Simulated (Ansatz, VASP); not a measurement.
**One calculation of BeS, two programs**

```
CELL_PARAMETERS angstrom
0.00000 2.43431 2.43431
2.43431 0.00000 2.43431
2.43431 2.43431 0.00000
ATOMIC_POSITIONS crystal
Be 0.00000 0.00000 0.00000
S 0.25000 0.25000 0.25000
```

Alike in both runs: task single point; functional r2SCAN; k mesh 10 × 10 × 10; no spin polarisation.

|  | VASP | Ansatz |
| --- | --- | --- |
| version | VASP 6.6.1 | Ansatz 0.2.0 |
| potentials or method | VASP PAW PBE potentials, release 64 (Be, S) | plane waves, PAW |
| plane-wave cutoff (eV) | 520 | 500 |
| occupations | gaussian, width 0.01 eV | fixed |
| valence electrons in the cell | 8 | 8 |

VASP gave:

| Item | Value |
| --- | --- |
| gap on the k mesh at the Fermi level (eV) | 3.60 |
| pressure (GPa) | 0.3 |

Task: Which values does Ansatz return?

Result: gap on the k mesh at the Fermi level (eV): 3.59; pressure (GPa): 0.0.

VASP's potentials were made for PBE, not for r2SCAN.
